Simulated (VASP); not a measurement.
# Ge in VASP: further runs, part 2 of 2

VASP 6.6.1. The steps go on from the part before.

## (3) Single point, PBEsol

This run uses another cell than the first one, of 18.61 Å³/atom, 0.967 times its volume.

The input, INCAR:

```
SYSTEM = Ge
PREC = Accurate
ENCUT = 520
EDIFF = 1E-6
ISMEAR = 0
SIGMA = 0.1
LREAL = .False.
LASPH = .True.
NELM = 60
ALGO = Normal
ISIF = 2
LWAVE = .False.
LCHARG = .False.
GGA = PS
NBANDS = 13
```

The input, KPOINTS:

```
regular mesh
0
Gamma
  8 8 8
  0 0 0
```

The input, POSCAR:

```
Ge
1.0
   -1.4737797064      1.4737797064      2.1424963900
    1.4737797064     -1.4737797064      2.1424963900
    1.4737797064      1.4737797064     -2.1424963900
Ge
1
Direct
    0.0000000000      0.0000000000      0.0000000000
```

Potentials or basis: VASP PAW PBE potentials, release 64 (Ge_d).

The run is started by

```bash
> cat potpaw_PBE.64/Ge_d/POTCAR > POTCAR
> mpirun -np 1 vasp_std > vasp.out
```

OUTCAR:

```text
SYSTEM = Ge
   PREC = Accurate
   ENCUT = 520
   EDIFF = 1E-6
   ISMEAR = 0
   LREAL = .False.
   LASPH = .True.
   NELM = 60
   ISIF = 2
   GGA = PS

 ion  position               nearest neighbor table
   1  0.000  0.000  0.000-

  LATTYP: Found a body centered tetragonal cell.
 ALAT       =     2.9475594128
 C/A-ratio  =     1.4537426324

  Lattice vectors:

 A1 = (  -1.4737797064,   1.4737797064,   2.1424963900)
 A2 = (   1.4737797064,  -1.4737797064,   2.1424963900)
 A3 = (   1.4737797064,   1.4737797064,  -2.1424963900)

Analysis of symmetry for initial positions (statically):
=====================================================================
 Subroutine PRICEL returns:
 Original cell was already a primitive cell.

 Routine SETGRP: Setting up the symmetry group for a
 body centered tetragonal supercell.

 Subroutine GETGRP returns: Found 16 space group operations
 (whereof 16 operations were pure point group operations)
 out of a pool of 16 trial point group operations.

The static configuration has the point symmetry D_4h.

Analysis of symmetry for dynamics (positions and initial velocities):
=====================================================================
 Subroutine PRICEL returns:
 Original cell was already a primitive cell.

 Routine SETGRP: Setting up the symmetry group for a
 body centered tetragonal supercell.

 Subroutine GETGRP returns: Found 16 space group operations
 (whereof 16 operations were pure point group operations)
 out of a pool of 16 trial point group operations.

The dynamic configuration has the point symmetry D_4h.

 Subroutine INISYM returns: Found 16 space group operations
 (whereof 16 operations are pure point group operations),
 and found     1 'primitive' translations

----------------------------------------------------------------------------------------

                                     Primitive cell

  volume of cell :      18.6142

  direct lattice vectors                    reciprocal lattice vectors
    -1.473779706  1.473779706  2.142496390     0.000000000  0.339263730  0.233372622
     1.473779706 -1.473779706  2.142496390     0.339263730  0.000000000  0.233372622
     1.473779706  1.473779706 -2.142496390     0.339263730  0.339263730  0.000000000

  length of vectors
     2.989037308  2.989037308  2.989037308     0.411779867  0.411779867  0.479791368

  position of ions in fractional coordinates (direct lattice)
     0.000000000  0.000000000  0.000000000

  ion indices of the primitive-cell ions
   primitive index   ion index
                 1           1

----------------------------------------------------------------------------------------

 KPOINTS: regular mesh

Automatic generation of k-mesh.
 Grid dimensions read from file:
 generate k-points for:    8    8    8

 Generating k-lattice:

  Cartesian coordinates                     Fractional coordinates (reciprocal lattice)
     0.000000000  0.042407966  0.029171578     0.125000000  0.000000000 -0.000000000
     0.042407966  0.000000000  0.029171578     0.000000000  0.125000000 -0.000000000
     0.042407966  0.042407966  0.000000000     0.000000000  0.000000000  0.125000000

  Length of vectors
     0.051472483  0.051472483  0.059973921

  Shift w.r.t. Gamma in fractional coordinates (k-lattice)
     0.000000000  0.000000000  0.000000000

 Subroutine IBZKPT returns following result:
 ===========================================

 Found     59 irreducible k-points:

 Following reciprocal coordinates:
            Coordinates               Weight
  0.000000  0.000000  0.000000      1.000000
  0.125000  0.000000  0.000000      8.000000
  0.250000  0.000000  0.000000      8.000000
  0.375000  0.000000  0.000000      8.000000
  0.500000  0.000000  0.000000      4.000000
  0.125000  0.125000  0.000000      8.000000
[... 16 lines left out ...]
  0.250000  0.125000  0.125000     16.000000
  0.375000  0.125000  0.125000      8.000000
 [... further k-points ...]
   k-points           NKPTS =     59   k-points in BZ     NKDIM =     59   number of bands    NBANDS=     13
   number of dos      NEDOS =    301   number of ions     NIONS =      1
   total plane-waves  NPLWV =  13824
   dimension x,y,z NGX =    24 NGY =   24 NGZ =   24
   dimension x,y,z NGXF=    48 NGYF=   48 NGZF=   48
   ions per type =               1
   NGX,Y,Z   is equivalent  to a cutoff of  13.35, 13.35, 13.35 a.u.
   NGXF,Y,Z  is equivalent  to a cutoff of  26.70, 26.70, 26.70 a.u.
 SYSTEM =  Ge
   PREC   = accura    normal or accurate (medium, high low for compatibility)
   ISTART =      0    job   : 0-new  1-cont  2-samecut
   ICHARG =      2    charge: 1-file 2-atom 10-const
   ISPIN  =      1    spin polarized calculation?
   LNONCOLLINEAR =      F non collinear calculations
   LSORBIT =      F    spin-orbit coupling
   LASPH  =      T    aspherical Exc in radial PAW
   ENCUT  =  520.0 eV  38.22 Ry    6.18 a.u.   5.56  5.56  5.56*2*pi/ulx,y,z
   NELM   =     60;   NELMIN=  2; NELMDL= -5     # of ELM steps
   EDIFF  = 0.1E-05   stopping-criterion for ELM
   LREAL  =      F    real-space projection
   EDIFFG = 0.1E-04   stopping-criterion for IOM
   NSW    =      0    number of steps for IOM
   IBRION =     -1    ionic relax: 0-MD 1-quasi-New 2-CG
   NFREE  =      0    steps in history (QN), initial steepest desc. (CG)
   ISIF   =      2    stress and relaxation
   ISYM   =      2    0-nonsym 1-usesym 2-fastsym
   POTIM  = 0.5000    time-step for ionic-motion
   TEBEG  =    0.0;   TEEND  =   0.0 temperature during run
   PSTRESS=    0.0 pullay stress
   NELECT =      14.0000    total number of electrons
   NUPDOWN=      -1.0000    fix difference up-down
   EMIN   =  10.00;   EMAX   =-10.00  energy-range for DOS
   EFERMI =   0.00;   METHOD = LEGACY
   ISMEAR =     0;   SIGMA  =   0.10  broadening in eV -4-tet -1-fermi 0-gaus
   EFERMI_NEDOS =   21; number of points for ismear=-14 and -15
   IALGO  =     38    algorithm
   IMIX   =      4    mixing-type and parameters
     AMIX     =   0.40;   BMIX     =  1.00
     AMIX_MAG =   1.60;   BMIX_MAG =  1.00
  volume/ion in A,a.u.               =      18.61       125.62
  Fermi-wavevector in a.u.,A,eV,Ry     =   1.488798  2.813420 30.157577  2.216519
  Thomas-Fermi vector in A             =   2.601787
   LORBIT       =      0    0 simple, 1 ext, 2 COOP (PROOUT), +10 PAW based schemes
   GGA     = PS    functional components
   LHFCALC =     F    Hartree Fock is set to
   AEXX    =    0.0000 exact exchange contribution
   IVDW    =     0    specifies the selected vdW correction
   LEPSILON=     F    determine dielectric tensor
   LRPA    =     F    only Hartree local field effects (RPA)
 non-spin polarized calculation
 Gauss-broadening in eV      SIGMA  =   0.10
  energy-cutoff  :      520.00
  volume of cell :       18.61
 maximum number of plane-waves:       531
 NGX is ok and might be reduce to    24
   NGX = 11   NGY = 11   NGZ = 11

 number of electron      13.9999994 magnetization

 Free energy of the ion-electron system (eV)
  ---------------------------------------------------
  ext. energy  EPLUGINS =         0.00000000
  ---------------------------------------------------
  free energy    TOTEN  =        -4.66986911 eV

  energy without entropy =       -4.66648650  energy(sigma->0) =       -4.66817781

 E-fermi :   6.9574     XC(G=0): -11.5031

 val. band max:        6.9191046871   @ k =   0.2500   0.1250   0.0000
 cond. band min:       7.0175534727   @ k =   0.3750   0.2500   0.0000
 fundamental gap:      0.0984487855
 Fermi energy:         6.9574333576

 k-point     1 :       0.0000    0.0000    0.0000
  band No.  band energies     occupation
      1     -17.8383      2.00000
      2     -17.8260      2.00000
      3     -17.8260      2.00000
      4     -17.7844      2.00000
      5     -17.7712      2.00000
      6      -6.4908      2.00000
      7      15.9178      0.00000
      8      15.9178      0.00000
      9      15.9350      0.00000
     10      20.8421      0.00000
     11      21.0616      0.00000
     12      21.0616      0.00000
     13      21.9518      0.00000
[... 353 lines left out ...]
 k-point    24 :       0.3750    0.1250    0.1250
  band No.  band energies     occupation
      1     -17.8278      2.00000
      2     -17.8218      2.00000
      3     -17.7837      2.00000
      4     -17.7639      2.00000
      5     -17.7272      2.00000
      6      -0.1206      2.00000
      7       2.2628      2.00000
      8       8.8539      0.00000
      9      10.6414      0.00000
     10      17.5379      0.00000
     11      19.7546      0.00000
     12      25.9594      0.00000
     13      26.3350      0.00000

 [... further k-points ...]
[... 5 lines left out ...]
  --------------------------------------------------------------------------------------
  -------------------------------------------------------------------------------------
  Total       -0.0007599     -0.0007599      0.0100464      0.0000000      0.0000000      0.0000000
  in kB       -0.0654076     -0.0654076      0.8647170      0.0000000      0.0000000      0.0000000
  external PRESSURE =       0.2446339 kB  Pullay stress =       0.0000000 kB

 VOLUME and BASIS-vectors are now :
 -----------------------------------------------------------------------------
  energy-cutoff  :      520.00
  volume of cell :       18.61
      direct lattice vectors                 reciprocal lattice vectors
    -1.473779706  1.473779706  2.142496390     0.000000000  0.339263730  0.233372622
     1.473779706 -1.473779706  2.142496390     0.339263730  0.000000000  0.233372622
     1.473779706  1.473779706 -2.142496390     0.339263730  0.339263730  0.000000000

 POSITION                                       TOTAL-FORCE (eV/Angst)
 -----------------------------------------------------------------------------------
      0.00000      0.00000      0.00000         0.000000      0.000000      0.000000
 -----------------------------------------------------------------------------------
    total drift:                               -0.000000      0.000000      0.000000

  FREE ENERGIE OF THE ION-ELECTRON SYSTEM (eV)
  ---------------------------------------------------
  free  energy   TOTEN  =        -4.6698691110 eV

  energy  without entropy=       -4.6664865036  energy(sigma->0) =       -4.66817781
```

Wall time 6.2 s (1 thread of Intel Xeon 6975P-C (Granite Rapids), shared host); peak memory 0.14 GiB.

Results:

```yaml
Free_energy: -4.6699 eV
Pressure: 0.0 GPa
Band_gap_on_the_k_mesh: zero (band 7 reaches 15.92 eV, above the bottom of band 8 at 4.68 eV)
```

Stress tensor (GPa, compression positive):
```
-0.01  0.00  0.00
 0.00 -0.01  0.00
 0.00  0.00  0.09
```

Levels at points of the mesh, in eV from the Fermi level:
```tsv
k point	band 4	band 5	band 6	band 7	band 8	band 9	band 10	band 11
(0.00, 0.00, 0.00)	-24.74	-24.73	-13.45	8.96	8.96	8.98	13.88	14.10
(0.50, 0.00, 0.00)	-24.69	-24.68	-8.06	-5.78	6.56	7.13	11.85	12.72
(0.50, 0.50, 0.00)	-24.68	-24.67	-5.53	-4.39	2.26	2.50	6.14	6.48
(0.50, 0.50, 0.50)	-24.67	-24.67	-6.04	-4.69	2.82	2.82	6.66	6.81
```

Caveat: the k points lie up to 0.38 Å⁻¹ apart; the PAW data sets were made with another functional, which shifts forces and pressure a little.

## (4) Relaxation of cell and atoms, PBEsol

This run uses another cell than the first one, of 24.02 Å³/atom, 1.247 times its volume.

The input, INCAR:

```
PREC = Accurate ; ENCUT = 600
EDIFF = 1E-6 ; ISMEAR = 0
SIGMA = 0.1 ; LREAL = F
LASPH = T ; NELM = 100
ALGO = Normal ; ISIF = 3
LWAVE = F ; LCHARG = F
GGA = PS ; IBRION = 2
NSW = 90 ; EDIFFG = -0.04
```

The input, KPOINTS:

```
regular mesh
0
Gamma
  6 6 6
```

The input, POSCAR:

```
Ge
1.0
    0.0000000000      2.2899172241      2.2899172241
    2.2899172241      0.0000000000      2.2899172241
    2.2899172241      2.2899172241      0.0000000000
Ge
1
Direct
    0.0000000000      0.0000000000      0.0000000000
```

Potentials or basis: VASP PAW PBE potentials, release 64 (Ge_d).

The run is started by

```bash
> cat potpaw_PBE.64/Ge_d/POTCAR > POTCAR
> mpirun -np 1 vasp_std > vasp.out
```

OUTCAR:

```text
PREC = Accurate
   ENCUT = 600
   EDIFF = 1E-6
   ISMEAR = 0
   LREAL = F
   LASPH = T
   NELM = 100
   ISIF = 3
   GGA = PS
   IBRION = 2
   NSW = 90
   EDIFFG = -0.04

 ion  position               nearest neighbor table
   1  0.000  0.000  0.000-

  LATTYP: Found a face centered cubic cell.
 ALAT       =     4.5798344482

  Lattice vectors:

 A1 = (   0.0000000000,   2.2899172241,   2.2899172241)
 A2 = (   2.2899172241,   0.0000000000,   2.2899172241)
 A3 = (   2.2899172241,   2.2899172241,   0.0000000000)

Analysis of symmetry for initial positions (statically):
=====================================================================
 Subroutine PRICEL returns:
 Original cell was already a primitive cell.

 Routine SETGRP: Setting up the symmetry group for a
[... 170 lines left out ...]
      1     -20.2704      2.00000
      2     -20.2704      2.00000
      3     -20.2704      2.00000
      4     -20.2488      2.00000
      5     -20.2488      2.00000
      6      -7.0445      2.00000
      7      11.2115      0.00000
      8      11.2115      0.00000
      9      11.2115      0.00000
     10      16.9401      0.00000
     11      16.9401      0.00000
[... 277 lines left out ...]
--------------------------------------- Ionic step        3  -------------------------------------------

 number of electron      13.9999999 magnetization

 Free energy of the ion-electron system (eV)
  ---------------------------------------------------
  ext. energy  EPLUGINS =         0.00000000
  ---------------------------------------------------
  free energy    TOTEN  =        -4.49574116 eV

  energy without entropy =       -4.48492114  energy(sigma->0) =       -4.49033115

 E-fermi :   6.5854     XC(G=0): -11.3450

 val. band max:        6.5743017153   @ k =   0.5000   0.3333   0.0000
 cond. band min:       6.7386149541   @ k =  -0.3333   0.5000   0.1667
 fundamental gap:      0.1643132388
 Fermi energy:         6.5853599722

 k-point     1 :       0.0000    0.0000    0.0000
  band No.  band energies     occupation
      1     -18.1120      2.00000
      2     -18.1120      2.00000
      3     -18.1120      2.00000
      4     -18.0648      2.00000
      5     -18.0648      2.00000
      6      -6.5533      2.00000
      7      15.3147      0.00000
      8      15.3147      0.00000
      9      15.3147      0.00000
     10      20.4568      0.00000
     11      20.4568      0.00000
[... 236 lines left out ...]
  FREE ENERGIE OF THE ION-ELECTRON SYSTEM (eV)
  ---------------------------------------------------
  free  energy   TOTEN  =        -4.4957411645 eV

  energy  without entropy=       -4.4849211358  energy(sigma->0) =       -4.49033115

 reached required accuracy - stopping structural energy minimisation
```

OSZICAR:

```text
N       E                     dE             d eps       ncg     rms          rms(c)
DAV:   1     0.567618683412E+02    0.56762E+02   -0.85775E+03   361   0.331E+03
DAV:   2     0.112213598994E+01   -0.55640E+02   -0.54257E+02   364   0.419E+02
DAV:   3    -0.423229957672E+01   -0.53544E+01   -0.52966E+01   403   0.808E+01
[... 20 lines left out ...]
DAV:   2    -0.450156250564E+01    0.17798E-01   -0.20993E-02   400   0.381E+00    0.446E-01
DAV:   3    -0.449612988926E+01    0.54326E-02   -0.74225E-03   418   0.195E+00    0.913E-02
DAV:   4    -0.449573876690E+01    0.39112E-03   -0.57230E-04   403   0.600E-01    0.231E-02
DAV:   5    -0.449574129602E+01   -0.25291E-05   -0.33492E-06   370   0.246E-02    0.628E-03
DAV:   6    -0.449574116450E+01    0.13153E-06   -0.10904E-07   194   0.728E-03
   3 F= -.44957412E+01 E0= -.44903312E+01  d E =-.178387E+00
```

Run time: 11 s. Hardware: 1 thread of Intel Xeon 6975P-C (Granite Rapids), shared host; peak memory 0.16 GiB.

What came out:

- Free energy: -4.4957 eV
- Relaxed volume: 19.19 Å³/atom
- Relaxed cell: a = 3.005 Å, b = 3.005 Å, c = 3.005 Å, α = 60.00°, β = 60.00°, γ = 60.00°
- Space group after relaxing (to 0.05 Å): Fm-3m (No. 225)
- Energy gained by relaxing: 178.4 meV/atom
- Ionic steps: 3
- Pressure after relaxing: 0.2 GPa
- Band gap on the k mesh: zero (band 7 reaches 15.31 eV, above the bottom of band 8 at 4.21 eV)

Step by step:
| step | energy change (eV) | largest force (eV/Å) | pressure (GPa) | volume (Å³) |
| --- | --- | --- | --- | --- |
| 1 | 0.0000 | 0.0000 | -9.44 | 24.02 |
| 2 | -0.1781 | 0.0000 | -0.92 | 19.43 |
| 3 | -0.1784 | 0.0000 | 0.16 | 19.19 |

Final structure:
```
Ge
1.0
     0.00000    2.12484    2.12484
     2.12484    0.00000    2.12484
     2.12484    2.12484    0.00000
Ge
1
Direct
  0.00000 0.00000 0.00000
```

Caveat: the k points lie up to 0.43 Å⁻¹ apart in the final cell; the volume moved by over 15 % at a fixed basis, so the end points are rough; the PAW data sets were made with another functional, which shifts forces and pressure a little.

## (5) Summary

| task | cell | k mesh | cutoff (eV) | gap on the mesh (eV) | pressure (GPa) |
| --- | --- | --- | --- | --- | --- |
| single point | a = 3.008 Å, angles 60.0°, 1 atom | 6 × 6 × 6 | 520 | none | -0.1 |
| single point | a = 2.989 Å, angles 120.9, 120.9, 88.4°, 1 atom | 8 × 8 × 8 | 520 | none | 0.0 |
| relaxation of cell and atoms | relaxed from a = 3.238 Å, angles 60.0°, 1 atom | 6 × 6 × 6 | 600 | none | 0.2 |

Alike in all rows: level PBEsol; potentials or basis VASP PAW PBE potentials, release 64 (Ge_d); no spin polarisation; smearing gaussian 0.1 eV.

Caveats: all runs use coarse meshes; the PAW data sets were made with another functional, which shifts forces and pressure a little; the volume moved by over 15 % at a fixed basis, so the end points are rough (some runs).

Absolute energies hang on the potentials; compare differences alone.
